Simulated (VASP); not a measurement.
# AlN (P6_3mc) in VASP: further runs

Runs on AlN. Level: r2SCAN. Tasks: relaxation of shape and atoms at fixed volume.

All numbers are computed with VASP 6.6.1; they aren't measurements. Logs are shortened: lines on timing, memory, paths and dates and some standing lists are left out, and cuts for length are marked.

## (1) The cell of the first run

The structure is hexagonal, space group P6_3mc (No. 186). Conventional cell: a = 3.045 Å, b = 3.045 Å, c = 4.870 Å, α = 90.00°, β = 90.00°, γ = 120.00°. Al (site symmetry 3m) has 4 N at 1.85 to 1.86 Å within 2.5 Å. N (site symmetry 3m) has 4 Al at 1.85 to 1.86 Å within 2.5 Å.

## (2) Relaxation of shape and atoms at fixed volume, r2SCAN (9.78 Å³/atom)

The input, POSCAR:

```
AlN
1.0
    3.0454352312      0.0000000000      0.0000000000
   -1.5227176156      2.6374242758      0.0000000000
    0.0000000000      0.0000000000      4.8699272834
Al N
2 2
Direct
    0.3333333333      0.6666666667     -0.0010647168
    0.6666666667      0.3333333333      0.4989352832
    0.3333333333      0.6666666667      0.3810647168
    0.6666666667      0.3333333333      0.8810647168
```

The input, INCAR.step1:

```
SYSTEM = AlN
ALGO = Normal
EDIFF = 1E-4
ENCUT = 600
GGA = PE
ISMEAR = 0
LASPH = .True.
LCHARG = .False.
LREAL = .False.
LWAVE = .True.
NELM = 60
PREC = Accurate
SIGMA = 0.02
```

The input, INCAR.step2:

```
SYSTEM = AlN
ALGO = Normal
EDIFF = 1E-6
EDIFFG = -0.01
ENCUT = 600
IBRION = 2
ISIF = 4
ISMEAR = 0
ISTART = 1
LASPH = .True.
LCHARG = .False.
LMIXTAU = .True.
LREAL = .False.
LWAVE = .False.
METAGGA = R2SCAN
NELM = 60
NSW = 50
PREC = Accurate
SIGMA = 0.02
```

The input, KPOINTS:

```
k-points
0
Gamma
  9 9 6
  0 0 0
```

Potentials or basis: VASP PAW PBE potentials, release 64 (Al, N).

On the command line:

```console
> cat potpaw_PBE.64/Al/POTCAR potpaw_PBE.64/N/POTCAR > POTCAR
> cp INCAR.step1 INCAR
> mpirun -np 1 vasp_std > vasp.out
> cp INCAR.step2 INCAR
> mpirun -np 1 vasp_std > vasp.out
```

OUTCAR:

```text
SYSTEM = AlN
   EDIFF = 1E-6
   EDIFFG = -0.01
   ENCUT = 600
   IBRION = 2
   ISIF = 4
   ISMEAR = 0
   ISTART = 1
   LASPH = .True.
   LREAL = .False.
   METAGGA = R2SCAN
   NELM = 60
   NSW = 50
   PREC = Accurate

 ion  position               nearest neighbor table
   1  0.333  0.667  0.999-   4 1.85   4 1.85   4 1.85   3 1.86   2 3.00   2 3.00   2 3.00   2 3.00
                             2 3.00   2 3.00
   2  0.667  0.333  0.499-   3 1.85   3 1.85   3 1.85   4 1.86   1 3.00   1 3.00   1 3.00   1 3.00
                             1 3.00   1 3.00
   3  0.333  0.667  0.381-   2 1.85   2 1.85   2 1.85   1 1.86
   4  0.667  0.333  0.881-   1 1.85   1 1.85   1 1.85   2 1.86

  LATTYP: Found a hexagonal cell.
 ALAT       =     3.0454352312
 C/A-ratio  =     1.5990907419

  Lattice vectors:

 A1 = (   3.0454352312,   0.0000000000,   0.0000000000)
 A2 = (  -1.5227176156,   2.6374242758,   0.0000000000)
 A3 = (   0.0000000000,   0.0000000000,   4.8699272834)

Analysis of symmetry for initial positions (statically):
=====================================================================
 Subroutine PRICEL returns:
 Original cell was already a primitive cell.

 Routine SETGRP: Setting up the symmetry group for a
 hexagonal supercell.

 Subroutine GETGRP returns: Found 12 space group operations
 (whereof  6 operations were pure point group operations)
 out of a pool of 24 trial point group operations.

The static configuration has the point symmetry C_3v.
 The point group associated with its full space group is C_6v.

Analysis of symmetry for dynamics (positions and initial velocities):
=====================================================================
 Subroutine PRICEL returns:
 Original cell was already a primitive cell.

 Routine SETGRP: Setting up the symmetry group for a
 hexagonal supercell.

 Subroutine GETGRP returns: Found 12 space group operations
 (whereof  6 operations were pure point group operations)
 out of a pool of 24 trial point group operations.

The dynamic configuration has the point symmetry C_3v.
 The point group associated with its full space group is C_6v.

 Subroutine INISYM returns: Found 12 space group operations
 (whereof  6 operations are pure point group operations),
 and found     1 'primitive' translations

----------------------------------------------------------------------------------------

                                     Primitive cell

  volume of cell :      39.1158

  direct lattice vectors                    reciprocal lattice vectors
     3.045435231  0.000000000  0.000000000     0.328360291  0.189578903  0.000000000
    -1.522717616  2.637424276  0.000000000     0.000000000  0.379157805  0.000000000
     0.000000000  0.000000000  4.869927283     0.000000000  0.000000000  0.205341875

  length of vectors
     3.045435231  3.045435231  4.869927283     0.379157805  0.379157805  0.205341875

  position of ions in fractional coordinates (direct lattice)
     0.333333333  0.666666667  0.998935283
     0.666666667  0.333333333  0.498935283
     0.333333333  0.666666667  0.381064717
     0.666666667  0.333333333  0.881064717

  ion indices of the primitive-cell ions
   primitive index   ion index
                 1           1
                 2           2
                 3           3
                 4           4

----------------------------------------------------------------------------------------

 KPOINTS: k-points

Automatic generation of k-mesh.
 Grid dimensions read from file:
 generate k-points for:    9    9    6

 Generating k-lattice:

  Cartesian coordinates                     Fractional coordinates (reciprocal lattice)
     0.036484477  0.021064323  0.000000000     0.111111111 -0.000000000  0.000000000
     0.000000000  0.042128645  0.000000000     0.000000000  0.111111111  0.000000000
     0.000000000  0.000000000  0.034223646     0.000000000  0.000000000  0.166666667

  Length of vectors
     0.042128645  0.042128645  0.034223646

  Shift w.r.t. Gamma in fractional coordinates (k-lattice)
     0.000000000  0.000000000  0.000000000

 Subroutine IBZKPT returns following result:
 ===========================================

 Found     48 irreducible k-points:

 Following reciprocal coordinates:
            Coordinates               Weight
  0.000000  0.000000  0.000000      1.000000
  0.111111  0.000000  0.000000      6.000000
  0.222222  0.000000  0.000000      6.000000
  0.333333  0.000000  0.000000      6.000000
  0.444444  0.000000  0.000000      6.000000
  0.111111  0.111111  0.000000      6.000000
[... 16 lines left out ...]
  0.333333  0.222222  0.166667     24.000000
  0.333333  0.333333  0.166667      4.000000
 [... further k-points ...]
   k-points           NKPTS =     48   k-points in BZ     NKDIM =     48   number of bands    NBANDS=     12
   number of dos      NEDOS =    301   number of ions     NIONS =      4
   total plane-waves  NPLWV =  23040
   dimension x,y,z NGX =    24 NGY =   24 NGZ =   40
   dimension x,y,z NGXF=    48 NGYF=   48 NGZF=   80
   ions per type =               2   2
   NGX,Y,Z   is equivalent  to a cutoff of  13.10, 13.10, 13.65 a.u.
   NGXF,Y,Z  is equivalent  to a cutoff of  26.20, 26.20, 27.31 a.u.
 SYSTEM =  AlN
   PREC   = accura    normal or accurate (medium, high low for compatibility)
   ISTART =      1    job   : 0-new  1-cont  2-samecut
   ICHARG =      0    charge: 1-file 2-atom 10-const
   ISPIN  =      1    spin polarized calculation?
   LNONCOLLINEAR =      F non collinear calculations
   LSORBIT =      F    spin-orbit coupling
   LASPH  =      T    aspherical Exc in radial PAW
   ENCUT  =  600.0 eV  44.10 Ry    6.64 a.u.   6.08  6.08  9.73*2*pi/ulx,y,z
   NELM   =     60;   NELMIN=  2; NELMDL=  0     # of ELM steps
   EDIFF  = 0.1E-05   stopping-criterion for ELM
   LREAL  =      F    real-space projection
   EDIFFG = -.1E-01   stopping-criterion for IOM
   NSW    =     50    number of steps for IOM
   IBRION =      2    ionic relax: 0-MD 1-quasi-New 2-CG
   NFREE  =      1    steps in history (QN), initial steepest desc. (CG)
   ISIF   =      4    stress and relaxation
   ISYM   =      2    0-nonsym 1-usesym 2-fastsym
   POTIM  = 0.5000    time-step for ionic-motion
   TEBEG  =    0.0;   TEEND  =   0.0 temperature during run
   PSTRESS=    0.0 pullay stress
   NELECT =      16.0000    total number of electrons
   NUPDOWN=      -1.0000    fix difference up-down
   EMIN   =  10.00;   EMAX   =-10.00  energy-range for DOS
   EFERMI =   0.00;   METHOD = LEGACY
   ISMEAR =     0;   SIGMA  =   0.02  broadening in eV -4-tet -1-fermi 0-gaus
   EFERMI_NEDOS =   21; number of points for ismear=-14 and -15
   IALGO  =     38    algorithm
   IMIX   =      4    mixing-type and parameters
     AMIX     =   0.40;   BMIX     =  1.00
     AMIX_MAG =   1.60;   BMIX_MAG =  1.00
  volume/ion in A,a.u.               =       9.78        65.99
  Fermi-wavevector in a.u.,A,eV,Ry     =   1.215246  2.296482 20.093396  1.476823
  Thomas-Fermi vector in A             =   2.350639
   LORBIT       =      0    0 simple, 1 ext, 2 COOP (PROOUT), +10 PAW based schemes
   METAGGA = R2SCAN    functional components
   LHFCALC =     F    Hartree Fock is set to
   AEXX    =    0.0000 exact exchange contribution
   IVDW    =     0    specifies the selected vdW correction
   LEPSILON=     F    determine dielectric tensor
   LRPA    =     F    only Hartree local field effects (RPA)
 conjugate gradient relaxation of ions
 non-spin polarized calculation
 Gauss-broadening in eV      SIGMA  =   0.02
  energy-cutoff  :      600.00
  volume of cell :       39.12
 maximum number of plane-waves:      1329
   NGX = 13   NGY = 13   NGZ = 19

--------------------------------------- Ionic step        1  -------------------------------------------

 number of electron      15.9999998 magnetization

 Free energy of the ion-electron system (eV)
  ---------------------------------------------------
  ext. energy  EPLUGINS =         0.00000000
  ---------------------------------------------------
  free energy    TOTEN  =       -38.34970664 eV

  energy without entropy =      -38.34970664  energy(sigma->0) =      -38.34970664

------------------------ aborting loop because EDIFF is reached ----------------------------------------

  FORCE on cell =-STRESS in cart. coord.  units (eV):
  Direction    XX          YY          ZZ          XY          YZ          ZX
  --------------------------------------------------------------------------------------
  -------------------------------------------------------------------------------------
  Total        3.5577556      3.5577556      3.4453997      0.0000000      0.0000000      0.0000000
  in kB      145.7252657    145.7252657    141.1231802      0.0000000      0.0000000      0.0000000
  external PRESSURE =     144.1912372 kB  Pullay stress =       0.0000000 kB

 VOLUME and BASIS-vectors are now :
 -----------------------------------------------------------------------------
  energy-cutoff  :      600.00
  volume of cell :       39.12
      direct lattice vectors                 reciprocal lattice vectors
     3.045435231  0.000000000  0.000000000     0.328360291  0.189578903  0.000000000
    -1.522717616  2.637424276  0.000000000     0.000000000  0.379157805  0.000000000
     0.000000000  0.000000000  4.869927283     0.000000000  0.000000000  0.205341875

 POSITION                                       TOTAL-FORCE (eV/Angst)
 -----------------------------------------------------------------------------------
     -0.00000      1.75828      4.86474        -0.000000      0.000000     -0.023777
      1.52272      0.87914      2.42978         0.000000     -0.000000     -0.023777
     -0.00000      1.75828      1.85576        -0.000000      0.000000      0.023777
      1.52272      0.87914      4.29072         0.000000      0.000000      0.023777
 -----------------------------------------------------------------------------------
    total drift:                               -0.000000      0.000000     -0.018875

  FREE ENERGIE OF THE ION-ELECTRON SYSTEM (eV)
  ---------------------------------------------------
  free  energy   TOTEN  =       -38.3497066437 eV

  energy  without entropy=      -38.3497066437  energy(sigma->0) =      -38.34970664

--------------------------------------- Ionic step        2  -------------------------------------------

 number of electron      15.9999998 magnetization

 Free energy of the ion-electron system (eV)
  ---------------------------------------------------
  ext. energy  EPLUGINS =         0.00000000
  ---------------------------------------------------
  free energy    TOTEN  =       -38.34986407 eV

  energy without entropy =      -38.34986407  energy(sigma->0) =      -38.34986407

 E-fermi :   6.7066     XC(G=0): -11.7016

 val. band max:        6.5535740980   @ k =   0.0000   0.0000   0.0000
 cond. band min:      12.0334232101   @ k =   0.0000   0.0000   0.0000
 fundamental gap:      5.4798491121
 Fermi energy:         6.7065520271

 k-point     1 :       0.0000    0.0000    0.0000
  band No.  band energies     occupation
      1      -9.8422      2.00000
      2      -7.5077      2.00000
      3       0.1792      2.00000
      4       5.5887      2.00000
      5       5.5887      2.00000
      6       6.2727      2.00000
      7       6.2727      2.00000
      8       6.5536      2.00000
      9      12.0334      0.00000
     10      14.6096      0.00000
     11      18.7131      0.00000
     12      18.9988      0.00000
[... 331 lines left out ...]
 k-point    24 :       0.3333    0.3333    0.1667
  band No.  band energies     occupation
      1      -7.1334      2.00000
      2      -7.1334      2.00000
      3       1.4708      2.00000
      4       2.1979      2.00000
      5       2.1979      2.00000
      6       3.6169      2.00000
      7       4.5822      2.00000
      8       4.5822      2.00000
      9      12.7184      0.00000
     10      15.9134      0.00000
     11      16.9264      0.00000
     12      16.9264      0.00000

 [... further k-points ...]

------------------------ aborting loop because EDIFF is reached ----------------------------------------

  FORCE on cell =-STRESS in cart. coord.  units (eV):
  Direction    XX          YY          ZZ          XY          YZ          ZX
  --------------------------------------------------------------------------------------
  -------------------------------------------------------------------------------------
  Total        3.5323147      3.5323147      3.4749023      0.0000000      0.0000000     -0.0000000
  in kB      144.6832070    144.6832070    142.3316032      0.0000000      0.0000000     -0.0000000
  external PRESSURE =     143.8993390 kB  Pullay stress =       0.0000000 kB

 VOLUME and BASIS-vectors are now :
 -----------------------------------------------------------------------------
  energy-cutoff  :      600.00
  volume of cell :       39.12
      direct lattice vectors                 reciprocal lattice vectors
     3.046811463  0.000000000  0.000000000     0.328211972  0.189493271  0.000000000
    -1.523405731  2.638616127  0.000000000     0.000000000  0.378986541  0.000000000
    -0.000000000  0.000000000  4.865528827     0.000000000 -0.000000000  0.205527505

 POSITION                                       TOTAL-FORCE (eV/Angst)
 -----------------------------------------------------------------------------------
     -0.00000      1.75908      4.85920         0.000000     -0.000000     -0.009796
      1.52341      0.87954      2.42644         0.000000      0.000000     -0.009796
     -0.00000      1.75908      1.85523        -0.000000      0.000000      0.009796
      1.52341      0.87954      4.28799        -0.000000      0.000000      0.009796
 -----------------------------------------------------------------------------------
    total drift:                               -0.000000      0.000000     -0.019534

  FREE ENERGIE OF THE ION-ELECTRON SYSTEM (eV)
  ---------------------------------------------------
  free  energy   TOTEN  =       -38.3498640706 eV

  energy  without entropy=      -38.3498640706  energy(sigma->0) =      -38.34986407

 reached required accuracy - stopping structural energy minimisation
```

Run time: 85 s. Hardware: 1 thread of AMD EPYC 9R45 (Zen 5), shared host; peak memory 0.14 GiB.

What came out:

```yaml
Free_energy: -38.3499 eV
Energy_gained_by_relaxing: 0.0 meV/atom
Ionic_steps: 2
Pressure_after_relaxing: 14.4 GPa
Largest_force_after_relaxing: 0.010 eV/Å
Band_gap_on_the_k_mesh: 5.48 eV
```

Forces in eV/Å, atoms in the order of the input:
```
Al   0.000  0.000 -0.010
Al   0.000  0.000 -0.010
N    0.000  0.000  0.010
N    0.000  0.000  0.010
```

Stress tensor (GPa, compression positive):
```
14.47  0.00  0.00
 0.00 14.47  0.00
 0.00  0.00 14.23
```

Step by step:
```csv
step,energy change (eV),largest force (eV/Å),pressure (GPa),volume (Å³)
1,0.0000,0.0238,14.42,39.12
2,-0.0002,0.0098,14.39,39.12
```

Final structure:
```cif
data_structure
_symmetry_space_group_name_H-M 'P 1'
_symmetry_Int_Tables_number 1
_cell_length_a 3.0468
_cell_length_b 3.0468
_cell_length_c 4.8655
_cell_angle_alpha 90.000
_cell_angle_beta 90.000
_cell_angle_gamma 120.000
_cell_volume 39.12
loop_
_atom_site_label
_atom_site_type_symbol
_atom_site_fract_x
_atom_site_fract_y
_atom_site_fract_z
_atom_site_occupancy
Al1 Al 0.33333 0.66667 0.99870 1
Al2 Al 0.66667 0.33333 0.49870 1
N1 N 0.33333 0.66667 0.38130 1
N2 N 0.66667 0.33333 0.88130 1
```

Levels at points of the mesh, in eV from the valence-band top:
```
           k point  band 6  band 7  band 8  band 9  band 10  band 11
(0.00, 0.00, 0.00)   -0.28   -0.28    0.00    5.48     8.06    12.16
(0.00, 0.00, 0.50)   -0.63   -0.63   -0.63    7.80     7.80    11.85
```

Caveat: the PAW data sets were made with another functional, which shifts forces and pressure a little; an odd mesh through Γ misses points on the zone boundary, where band edges can lie.

(Part 1 of 2 ends here.)
